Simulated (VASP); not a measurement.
## La2O3: relaxation of cell and atoms with PBEsol

La2O3:

```
La O
1.0
     3.94045    0.00000    0.00000
    -1.97022    3.41253    0.00000
     0.00000    0.00000    6.18736
La O
2 3
Cartesian
  1.9702 1.1375 4.6568
  0.0000 2.2750 1.5306
  1.9702 1.1375 2.1946
  0.0000 2.2750 3.9927
  0.0000 0.0000 0.0000
```

- Program: VASP 6.6.1
- Task: relaxation of cell and atoms
- Functional: PBEsol
- Potentials or basis: VASP PAW PBE potentials, release 64 (La, O)
- Cutoff: 600 eV
- k mesh: 6 × 6 × 4
- Occupations: fermi-dirac, width 0.02 eV
- Spin: no spin polarisation
- Dipole correction: no
- Further INCAR settings: ALGO = Normal; EDIFF = 1e-06; IBRION = 2; EDIFFG = -0.005; NSW = 80; ISIF = 3

```
Relaxed volume                         : 15.93 Å³/atom
Relaxed cell                           : a = 3.904 Å, b = 3.904 Å, c = 6.032 Å, α = 90.00°, β = 90.00°, γ = 120.00°
Space group after relaxing (to 0.05 Å) : P-3m1 (No. 164)
Energy gained by relaxing              : 11.3 meV/atom
Ionic steps                            : 15
Pressure after relaxing                : 0.0 GPa
Band gap on the k mesh                 : 3.78 eV, indirect (least direct gap 3.87 eV)
```

The path:
| step | energy change (eV) | largest force (eV/Å) | pressure (GPa) | volume (Å³) |
| --- | --- | --- | --- | --- |
| 1 | 0.0000 | 0.1227 | -5.03 | 83.20 |
| 2 | 0.0076 | 0.6262 | 6.04 | 77.07 |
| 3 | -0.0501 | 0.2204 | -0.11 | 80.16 |
| 4 | -0.0545 | 0.0436 | -0.05 | 79.88 |
| 5 | -0.0551 | 0.0509 | -0.02 | 79.73 |
| 6 | -0.0559 | 0.0477 | 0.07 | 79.66 |
| 7 | -0.0562 | 0.0429 | 0.13 | 79.59 |
| 8 | -0.0563 | 0.0243 | -0.20 | 79.74 |
| 9 | -0.0563 | 0.0276 | -0.17 | 79.71 |
| 10 | -0.0564 | 0.0048 | -0.05 | 79.64 |
| 11 | -0.0565 | 0.0060 | -0.03 | 79.63 |
| 12 | -0.0565 | 0.0057 | -0.03 | 79.62 |
| 13 | -0.0565 | 0.0063 | -0.02 | 79.61 |
| 14 | -0.0565 | 0.0055 | 0.01 | 79.62 |
| 15 | -0.0565 | 0.0012 | -0.02 | 79.63 |

Final structure:
```
CELL_PARAMETERS angstrom
3.90411 0.00000 0.00000
-1.95206 3.38106 0.00000
0.00000 0.00000 6.03225
ATOMIC_POSITIONS crystal
La 0.66667 0.33333 0.75474
La 0.33333 0.66667 0.24526
O 0.66667 0.33333 0.35386
O 0.33333 0.66667 0.64614
O 0.00000 0.00000 0.00000
```

Levels at points of the mesh, in eV from the valence-band top:
```tsv
k point	band 18	band 19	band 20	band 21	band 22	band 23
(0.00, 0.00, 0.00)	-0.43	-0.43	-0.16	4.32	4.58	4.58
(0.50, 0.00, 0.00)	-0.67	-0.42	-0.32	3.82	4.80	5.33
(0.00, 0.00, 0.50)	-0.87	-0.32	-0.32	4.77	4.77	4.79
(0.50, 0.00, 0.50)	-0.77	-0.37	0.00	4.46	4.67	5.22
```

It took 6.1 min on 1 thread of Intel(R) Xeon(R) 6975P-C (Granite Rapids), on a shared host, peak memory 0.25 GiB.

Caveat: the PAW data sets were made with another functional, which shifts forces and pressure a little; spin-orbit coupling is left out, which moves the levels of the heavy elements. A k mesh can miss the band edges.
